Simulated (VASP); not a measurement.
# Al3Pd2 (P-3m1) in VASP: further runs

Runs on Al3Pd2. Level: LDA. Tasks: single point.

Everything below comes from runs of VASP 6.6.1. Logs are shortened: lines on timing, memory, paths and dates and some standing lists are left out, and cuts for length are marked.

### 1 The cell of the first run

Symmetry: P-3m1, No. 164, trigonal system. Conventional cell: a = 4.212 Å, b = 4.212 Å, c = 5.172 Å, α = 90.00°, β = 90.00°, γ = 120.00°. Within 3.4 Å of Al (site symmetry -3m) lie 6 Pd at 2.56 Å and 6 Al at 3.05 Å. Al (site symmetry 3m) has 5 Pd at 2.52 to 2.65 Å and 6 Al at 2.86 to 3.05 Å within 3.3 Å. Within 3.3 Å of Pd (site symmetry 3m) lie 8 Al at 2.52 to 2.65 Å and 3 Pd at 2.92 Å.

### 2 Single point, LDA

File INCAR:

```
SYSTEM = Al3Pd2
ALGO     = Normal         ! electronic algorithm
EDIFF    = 1E-6           ! SCF threshold, eV
ENCUT    = 520            ! plane-wave cutoff, eV
GGA      = CA             ! functional
ISIF     = 2              ! what is computed and relaxed
ISMEAR   = -1             ! smearing method
LASPH    = .TRUE.         ! aspherical terms in the spheres
LCHARG   = .FALSE.        ! write CHGCAR
LREAL    = .FALSE.        ! projectors in reciprocal space
LWAVE    = .FALSE.        ! write WAVECAR
NBANDS   = 22             ! bands
NELM     = 60             ! most SCF steps
PREC     = Accurate       ! precision mode
SIGMA    = 0.1            ! smearing width, eV
```

File KPOINTS:

```
k-points
0
G
  6 6 5
  0 0 0
```

File POSCAR:

```
Al3Pd2
1.0
    4.2121540000      0.0000000000      0.0000000000
   -2.1060770000      3.6478320000      0.0000000000
    0.0000000000      0.0000000000      5.1723840000
Al Pd
3 2
Direct
    0.0000000000      0.0000000000      0.0000000000
    0.3333333333      0.6666666667      0.6449290000
    0.6666666667      0.3333333333      0.3550710000
    0.3333333333      0.6666666667      0.1568720000
    0.6666666667      0.3333333333      0.8431280000
```

Potentials or basis: VASP PAW LDA potentials, release 64 (Al, Pd).

The run is started by

```
$ cat potpaw_LDA.64/Al/POTCAR potpaw_LDA.64/Pd/POTCAR > POTCAR
$ mpirun -np 1 vasp_std > vasp.out
```

OUTCAR:

```text
SYSTEM = Al3Pd2
   EDIFF = 1E-6
   ENCUT = 520
   GGA = CA
   ISIF = 2
   ISMEAR = -1
   LASPH = .TRUE.
   LREAL = .FALSE.
   NELM = 60
   PREC = Accurate

 ion  position               nearest neighbor table
   1  0.000  0.000  0.000-   4 2.56   5 2.56   5 2.56   4 2.56   5 2.56   4 2.56   2 3.05   3 3.05
                             3 3.05   2 3.05   2 3.05   3 3.05
   2  0.333  0.667  0.645-   4 2.52   5 2.64   5 2.64   5 2.64   4 2.65   3 2.86   3 2.86   3 2.86
                             1 3.05   1 3.05   1 3.05
   3  0.667  0.333  0.355-   5 2.52   4 2.64   4 2.64   4 2.64   5 2.65   2 2.86   2 2.86   2 2.86
                             1 3.05   1 3.05   1 3.05
   4  0.333  0.667  0.157-   2 2.52   1 2.56   1 2.56   1 2.56   3 2.64   3 2.64   3 2.64   2 2.65
                             5 2.92   5 2.92   5 2.92
   5  0.667  0.333  0.843-   3 2.52   1 2.56   1 2.56   1 2.56   2 2.64   2 2.64   2 2.64   3 2.65
                             4 2.92   4 2.92   4 2.92

  LATTYP: Found a hexagonal cell.
 ALAT       =     4.2121540000
 C/A-ratio  =     1.2279664989

  Lattice vectors:

 A1 = (   4.2121540000,   0.0000000000,   0.0000000000)
 A2 = (  -2.1060770000,   3.6478320000,   0.0000000000)
 A3 = (   0.0000000000,   0.0000000000,   5.1723840000)

Analysis of symmetry for initial positions (statically):
=====================================================================
 Subroutine PRICEL returns:
 Original cell was already a primitive cell.

 Routine SETGRP: Setting up the symmetry group for a
 hexagonal supercell.

 Subroutine GETGRP returns: Found 12 space group operations
 (whereof 12 operations were pure point group operations)
 out of a pool of 24 trial point group operations.

The static configuration has the point symmetry D_3d.

Analysis of symmetry for dynamics (positions and initial velocities):
=====================================================================
 Subroutine PRICEL returns:
 Original cell was already a primitive cell.

 Routine SETGRP: Setting up the symmetry group for a
 hexagonal supercell.

 Subroutine GETGRP returns: Found 12 space group operations
 (whereof 12 operations were pure point group operations)
 out of a pool of 24 trial point group operations.

The dynamic configuration has the point symmetry D_3d.

 Subroutine INISYM returns: Found 12 space group operations
 (whereof 12 operations are pure point group operations),
 and found     1 'primitive' translations

----------------------------------------------------------------------------------------

                                     Primitive cell

  volume of cell :      79.4749

  direct lattice vectors                    reciprocal lattice vectors
     4.212154000  0.000000000  0.000000000     0.237408224  0.137067716  0.000000000
    -2.106077000  3.647832000  0.000000000     0.000000000  0.274135432  0.000000000
     0.000000000  0.000000000  5.172384000     0.000000000  0.000000000  0.193334447

  length of vectors
     4.212154000  4.212153681  5.172384000     0.274135411  0.274135432  0.193334447

  position of ions in fractional coordinates (direct lattice)
     0.000000000  0.000000000  0.000000000
     0.333333333  0.666666667  0.644929000
     0.666666667  0.333333333  0.355071000
     0.333333333  0.666666667  0.156872000
     0.666666667  0.333333333  0.843128000

  ion indices of the primitive-cell ions
   primitive index   ion index
                 1           1
                 2           2
                 3           3
                 4           4
                 5           5

----------------------------------------------------------------------------------------

 KPOINTS: k-points

Automatic generation of k-mesh.
 Grid dimensions read from file:
 generate k-points for:    6    6    5

 Generating k-lattice:

  Cartesian coordinates                     Fractional coordinates (reciprocal lattice)
     0.039568037  0.022844619  0.000000000     0.166666667  0.000000000  0.000000000
     0.000000000  0.045689239  0.000000000     0.000000000  0.166666667  0.000000000
     0.000000000  0.000000000  0.038666889     0.000000000  0.000000000  0.200000000

  Length of vectors
     0.045689235  0.045689239  0.038666889

  Shift w.r.t. Gamma in fractional coordinates (k-lattice)
     0.000000000  0.000000000  0.000000000

 Subroutine IBZKPT returns following result:
 ===========================================

 Found     27 irreducible k-points:

 Following reciprocal coordinates:
            Coordinates               Weight
  0.000000  0.000000  0.000000      1.000000
  0.166667  0.000000  0.000000      6.000000
  0.333333 -0.000000  0.000000      6.000000
  0.500000  0.000000  0.000000      3.000000
  0.166667  0.166667  0.000000      6.000000
  0.333333  0.166667  0.000000     12.000000
[... 16 lines left out ...]
  0.500000  0.000000  0.400000      6.000000
  0.166667  0.166667  0.400000     12.000000
 [... further k-points ...]
   k-points           NKPTS =     27   k-points in BZ     NKDIM =     27   number of bands    NBANDS=     22
   number of dos      NEDOS =    301   number of ions     NIONS =      5
   total plane-waves  NPLWV =  40960
   dimension x,y,z NGX =    32 NGY =   32 NGZ =   40
   dimension x,y,z NGXF=    64 NGYF=   64 NGZF=   80
   ions per type =               3   2
   NGX,Y,Z   is equivalent  to a cutoff of  12.63, 12.63, 12.86 a.u.
   NGXF,Y,Z  is equivalent  to a cutoff of  25.26, 25.26, 25.71 a.u.
 SYSTEM =  Al3Pd2
   PREC   = accura    normal or accurate (medium, high low for compatibility)
   ISTART =      0    job   : 0-new  1-cont  2-samecut
   ICHARG =      2    charge: 1-file 2-atom 10-const
   ISPIN  =      1    spin polarized calculation?
   LNONCOLLINEAR =      F non collinear calculations
   LSORBIT =      F    spin-orbit coupling
   LASPH  =      T    aspherical Exc in radial PAW
   ENCUT  =  520.0 eV  38.22 Ry    6.18 a.u.   7.83  7.83  9.62*2*pi/ulx,y,z
   NELM   =     60;   NELMIN=  2; NELMDL= -5     # of ELM steps
   EDIFF  = 0.1E-05   stopping-criterion for ELM
   LREAL  =      F    real-space projection
   EDIFFG = 0.1E-04   stopping-criterion for IOM
   NSW    =      0    number of steps for IOM
   IBRION =     -1    ionic relax: 0-MD 1-quasi-New 2-CG
   NFREE  =      0    steps in history (QN), initial steepest desc. (CG)
   ISIF   =      2    stress and relaxation
   ISYM   =      2    0-nonsym 1-usesym 2-fastsym
   POTIM  = 0.5000    time-step for ionic-motion
   TEBEG  =    0.0;   TEEND  =   0.0 temperature during run
   PSTRESS=    0.0 pullay stress
   NELECT =      29.0000    total number of electrons
   NUPDOWN=      -1.0000    fix difference up-down
   EMIN   =  10.00;   EMAX   =-10.00  energy-range for DOS
   EFERMI =   0.00;   METHOD = LEGACY
   ISMEAR =    -1;   SIGMA  =   0.10  broadening in eV -4-tet -1-fermi 0-gaus
   EFERMI_NEDOS =   21; number of points for ismear=-14 and -15
   IALGO  =     38    algorithm
   IMIX   =      4    mixing-type and parameters
     AMIX     =   0.40;   BMIX     =  1.00
     AMIX_MAG =   1.60;   BMIX_MAG =  1.00
  volume/ion in A,a.u.               =      15.89       107.26
  Fermi-wavevector in a.u.,A,eV,Ry     =   1.169852  2.210700 18.620301  1.368553
  Thomas-Fermi vector in A             =   2.306319
   LORBIT       =      0    0 simple, 1 ext, 2 COOP (PROOUT), +10 PAW based schemes
   GGA     = CA    functional components
   LHFCALC =     F    Hartree Fock is set to
   AEXX    =    0.0000 exact exchange contribution
   IVDW    =     0    specifies the selected vdW correction
   LEPSILON=     F    determine dielectric tensor
   LRPA    =     F    only Hartree local field effects (RPA)
 non-spin polarized calculation
  energy-cutoff  :      520.00
  volume of cell :       79.47
 maximum number of plane-waves:      2173
 NGX is ok and might be reduce to    32
   NGX = 15   NGY = 15   NGZ = 19

 number of electron      29.0000001 magnetization

 Free energy of the ion-electron system (eV)
  ---------------------------------------------------
  ext. energy  EPLUGINS =         0.00000000
  ---------------------------------------------------
  free energy    TOTEN  =       -29.63038450 eV

  energy without entropy =      -29.58436776  energy(sigma->0) =      -29.60737613

 E-fermi :   8.6640     XC(G=0): -11.3579

 val. band max:        8.5990571669   @ k =   0.1667   0.1667   0.4000
 cond. band min:       8.6884273031   @ k =   0.1667   0.1667   0.2000
 fundamental gap:      0.0893701362
 Fermi energy:         8.6640253232

 k-point     1 :       0.0000    0.0000    0.0000
  band No.  band energies     occupation
      1      -1.4371      2.00000
      2       2.1567      2.00000
      3       3.1005      2.00000
      4       3.1977      2.00000
      5       3.1977      2.00000
      6       3.7926      2.00000
[... 14 lines left out ...]
     21      14.3122      0.00000
     22      14.3927      0.00000

 k-point     2 :       0.1667    0.0000    0.0000
  band No.  band energies     occupation
      1      -1.1098      2.00000
      2       2.2673      2.00000
      3       2.6424      2.00000
      4       3.3813      2.00000
      5       3.6822      2.00000
      6       3.7678      2.00000
[... 14 lines left out ...]
     21      13.8798      0.00000
     22      14.2488      0.00000

 k-point     3 :       0.3333   -0.0000    0.0000
  band No.  band energies     occupation
      1      -0.1791      2.00000
      2       2.1478      2.00000
      3       2.4048      2.00000
      4       3.6036      2.00000
      5       3.7932      2.00000
      6       4.0041      2.00000
[... 14 lines left out ...]
     21      14.0945      0.00000
     22      14.4189      0.00000

 k-point     4 :       0.5000    0.0000    0.0000
  band No.  band energies     occupation
      1       0.9158      2.00000
      2       1.4760      2.00000
      3       2.1641      2.00000
      4       3.5664      2.00000
      5       3.8897      2.00000
      6       3.9884      2.00000
[... 14 lines left out ...]
     21      14.0392      0.00000
     22      14.5142      0.00000

 k-point     5 :       0.1667    0.1667    0.0000
  band No.  band energies     occupation
      1      -0.4784      2.00000
      2       2.3335      2.00000
      3       2.3799      2.00000
      4       3.6273      2.00000
      5       3.8330      2.00000
      6       3.8841      2.00000
[... 14 lines left out ...]
     21      13.4322      0.00000
     22      15.4767      0.00000

 k-point     6 :       0.3333    0.1667    0.0000
  band No.  band energies     occupation
      1       0.6519      2.00000
      2       1.9274      2.00000
      3       2.2040      2.00000
      4       3.5991      2.00000
      5       3.7994      2.00000
      6       3.9256      2.00000
[... 14 lines left out ...]
     21      15.2732      0.00000
     22      16.1240      0.00000

 k-point     7 :       0.3333    0.3333    0.0000
  band No.  band energies     occupation
      1       1.6544      2.00000
      2       1.6544      2.00000
      3       1.8660      2.00000
      4       3.6607      2.00000
      5       3.6607      2.00000
      6       3.7032      2.00000
[... 324 lines left out ...]
      6       3.7409      2.00000
[... 14 lines left out ...]
     21      13.9207      0.00000
     22      14.6099      0.00000

 k-point    21 :       0.3333   -0.0000    0.4000
  band No.  band energies     occupation
      1       0.6367      2.00000
      2       1.4938      2.00000
      3       2.6466      2.00000
      4       3.3387      2.00000
      5       3.6564      2.00000
      6       3.6761      2.00000
[... 14 lines left out ...]
     21      16.0810      0.00000
     22      16.1245      0.00000

 k-point    22 :       0.0000    0.3333    0.4000
  band No.  band energies     occupation
      1       0.5717      2.00000
      2       1.7250      2.00000
      3       2.5151      2.00000
      4       3.1758      2.00000
      5       3.7118      2.00000
      6       3.8475      2.00000
[... 14 lines left out ...]
     21      15.2469      0.00000
     22      15.6468      0.00000

 k-point    23 :       0.5000    0.0000    0.4000
  band No.  band energies     occupation
      1       1.5186      2.00000
      2       1.9254      2.00000
      3       2.5389      2.00000
      4       2.8361      2.00000
      5       3.5954      2.00000
      6       3.9923      2.00000
[... 14 lines left out ...]
     21      16.1953      0.00000
     22      16.4375      0.00000

 k-point    24 :       0.1667    0.1667    0.4000
  band No.  band energies     occupation
      1       0.3199      2.00000
      2       1.4204      2.00000
      3       2.6565      2.00000
      4       3.2788      2.00000
      5       3.5646      2.00000
      6       3.8068      2.00000
[... 14 lines left out ...]
     21      14.2840      0.00000
     22      15.3515      0.00000

 [... further k-points ...]

------------------------ aborting loop because EDIFF is reached ----------------------------------------

  FORCE on cell =-STRESS in cart. coord.  units (eV):
  Direction    XX          YY          ZZ          XY          YZ          ZX
  --------------------------------------------------------------------------------------
  -------------------------------------------------------------------------------------
  Total       -1.9429961     -1.9429957     -2.3217784      0.0000000      0.0000000      0.0000000
  in kB      -39.1699201    -39.1699122    -46.8059996      0.0000000      0.0000000      0.0000000
  external PRESSURE =     -41.7152773 kB  Pullay stress =       0.0000000 kB

 VOLUME and BASIS-vectors are now :
 -----------------------------------------------------------------------------
  energy-cutoff  :      520.00
  volume of cell :       79.47
      direct lattice vectors                 reciprocal lattice vectors
     4.212154000  0.000000000  0.000000000     0.237408224  0.137067716  0.000000000
    -2.106077000  3.647832000  0.000000000     0.000000000  0.274135432  0.000000000
     0.000000000  0.000000000  5.172384000     0.000000000  0.000000000  0.193334447

 POSITION                                       TOTAL-FORCE (eV/Angst)
 -----------------------------------------------------------------------------------
      0.00000      0.00000      0.00000        -0.000000     -0.000000      0.000000
     -0.00000      2.43189      3.33582         0.000000      0.000000      0.060821
      2.10608      1.21594      1.83656        -0.000000     -0.000000     -0.060821
     -0.00000      2.43189      0.81140        -0.000000      0.000000     -0.045689
      2.10608      1.21594      4.36098         0.000000     -0.000000      0.045689
 -----------------------------------------------------------------------------------
    total drift:                               -0.000000      0.000000      0.000000

  FREE ENERGIE OF THE ION-ELECTRON SYSTEM (eV)
  ---------------------------------------------------
  free  energy   TOTEN  =       -29.6303845039 eV

  energy  without entropy=      -29.5843677640  energy(sigma->0) =      -29.60737613
```

It took 44 s on 1 thread of Intel Xeon 8259CL, shared host; peak memory 0.19 GiB.

What came out:

```yaml
Free_energy: -29.6304 eV
Pressure: -4.2 GPa
Largest_force: 0.061 eV/Å
Band_gap_on_the_k_mesh: zero (an odd number of electrons rules out a gap without spin polarisation)
```

Forces on the atoms (eV/Å):
```
Al   0.000  0.000  0.000
Al   0.000  0.000  0.061
Al   0.000  0.000 -0.061
Pd   0.000  0.000 -0.046
Pd   0.000  0.000  0.046
```

Stress tensor (GPa, compression positive):
```
-3.92  0.00  0.00
 0.00 -3.92  0.00
 0.00  0.00 -4.68
```

Caveat: the cell stands under tension.

### 3 Single point, LDA

File INCAR:

```
SYSTEM = Al3Pd2
PREC = Accurate ; ENCUT = 520
EDIFF = 1E-6 ; ISMEAR = -1
SIGMA = 0.1 ; LREAL = .False.
LASPH = .True. ; NELM = 100
ALGO = Normal ; ISIF = 2
LWAVE = .False. ; LCHARG = .True.
LELF = .True. ; LVHAR = .True.
NBANDS = 22
```

File KPOINTS:

```
regular mesh
0
Gamma
  6 6 5
  0 0 0
```

POSCAR is that of step 2.

Potentials or basis: VASP PAW LDA potentials, release 64 (Al, Pd).

The run is started by

```
$ cat potpaw_LDA.64/Al/POTCAR potpaw_LDA.64/Pd/POTCAR > POTCAR
$ mpirun -np 1 vasp_std > vasp.out
```

Wall time 57 s (1 thread of Intel Xeon 8259CL, shared host); peak memory 0.19 GiB.

It converged, with:

| Property | Result |
| --- | --- |
| Free energy | -29.6304 eV |
| Pressure | -4.2 GPa |
| Largest force | 0.061 eV/Å |
| Band gap on the k mesh | zero (an odd number of electrons rules out a gap without spin polarisation) |

Forces on the atoms (eV/Å):
```
Al   0.000  0.000  0.000
Al   0.000  0.000  0.061
Al   0.000  0.000 -0.061
Pd   0.000  0.000 -0.046
Pd   0.000  0.000  0.046
```

Stress tensor (GPa, compression positive):
```
-3.92  0.00  0.00
 0.00 -3.92  0.00
 0.00  0.00 -4.68
```

Levels at points of the mesh, in eV from the Fermi level:
```tsv
k point	band 11	band 12	band 13	band 14	band 15	band 16	band 17	band 18	band 19	band 20
(0.00, 0.00, 0.00)	-2.97	-2.15	-2.09	1.36	1.36	3.16	3.53	3.53	4.10	5.65
(0.50, 0.00, 0.00)	-3.27	-2.87	-1.97	-1.96	-1.36	1.32	1.97	2.70	4.28	5.33
```

Caveat: the cell stands under tension.
